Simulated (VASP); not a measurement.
Runs of VASP 6.6.1 on Ga. The structure is that of space group Im-3m (No. 229), or close to it. The cells are those of the table. 

```tsv
task	cell	k mesh	cutoff (eV)	gap on the mesh (eV)	pressure (GPa)
single point	a = 2.877 Å, angles 109.5°, 1 atom	15 × 15 × 15	520	none	4.4
single point	a = 3.071 Å, angles 109.5°, 1 atom	15 × 15 × 15	520	none	-3.5
single point	a = 2.834 Å, angles 109.5°, 1 atom	15 × 15 × 15	520	none	(a)
single point	a = 2.958 Å, angles 109.5°, 1 atom	13 × 13 × 13	520	none	0.1
single point	a = 2.958 Å, angles 109.5°, 1 atom	21 × 21 × 21	520	none	0.1
relaxation of cell and atoms	relaxed from a = 2.942 Å, angles 109.5°, 1 atom	13 × 13 × 13	600	none	-0.1
single point	a = 2.997 Å, angles 109.5°, 1 atom	15 × 15 × 15	520	none	-1.4
single point	a = 2.958 Å, angles 109.5°, 1 atom	15 × 15 × 15	520	none	0.1
single point	a = 3.034 Å, angles 109.5°, 1 atom	15 × 15 × 15	520	none	(b)
single point	a = 2.918 Å, angles 109.5°, 1 atom	15 × 15 × 15	520	none	2.0
```

Alike in all rows: level RPBE; potentials or basis VASP PAW PBE potentials, release 64 (Ga_d); no spin polarisation; smearing fermi-dirac 0.1 eV.

**Question.** Estimate the missing entries.

**Answer.** (a) 7.6; (b) -2.6.

Caveats: the PAW data sets were made with another functional, which shifts forces and pressure a little.

A k mesh can miss the band edges, and the runs leave out spin-orbit coupling on Ga.

A gap of «none» marks levels without a gap at the run's occupations.
